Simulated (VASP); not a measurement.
Wanted: the native input for a VASP 6.6.1 run.

| Quantity | Value |
| --- | --- |
| Task | single point |
| Functional | PBEsol |
| Potentials or basis | VASP PAW PBE potentials, release 64 (O) |
| Cutoff | 520 eV |
| k mesh | 9 × 9 × 9 |
| Occupations | gaussian, width 0.02 eV |
| Spin | collinear spin, ferromagnetic start |
| Starting moments | [0.61, 0.61] μB |
| Dipole correction | no |
| Further INCAR settings | ALGO = Normal; EDIFF = 1e-07; NBANDS = 17 |

The structure of O lies in POSCAR:

```
O
1.0
    1.8903929226      1.0914188627      4.1887661143
   -1.8903929226      1.0914188627      4.1887661143
    0.0000000000     -2.1828377254      4.1887661143
O
2
Direct
    0.9518324149      0.9518324149      0.9518324149
    0.0481675851      0.0481675851      0.0481675851
```

One way to write it, as run:

INCAR

```
PREC = Accurate
ENCUT = 520
EDIFF = 1E-7
ISMEAR = 0
SIGMA = 0.02
LREAL = False
LASPH = True
NELM = 150
ALGO = Normal
ISIF = 2
LWAVE = False
LCHARG = True
ISPIN = 2
MAGMOM = 0.61 0.61
LORBIT = 11
GGA = PS
LELF = True
LVHAR = True
NBANDS = 17
```

KPOINTS

```
Automatic mesh
0
Gamma
  9 9 9
```

Potentials or basis: VASP PAW PBE potentials, release 64 (O).

Command:

```console
$ cat potpaw_PBE.64/O/POTCAR > POTCAR
$ mpirun -np 1 vasp_std > vasp.out
```

Results of the run:

The pressure is 1.5 GPa and the largest force is 1.370 eV/Å. The band gap on the k mesh is 1.79 eV, indirect (least direct gap 1.82 eV) and the net moment is 2.00 μB per cell. The site moments are O +0.81 μB. The valence electrons inside the program's atomic spheres are O 4.92.

Caveat: the standard files for N, O and F lose accuracy on very short bonds; the PAW data sets were made with another functional, which shifts forces and pressure a little.

It took 110 s on 1 thread of AMD EPYC 9R45 96-Core Processor (Zen 5), on a shared host, peak memory 0.25 GiB.
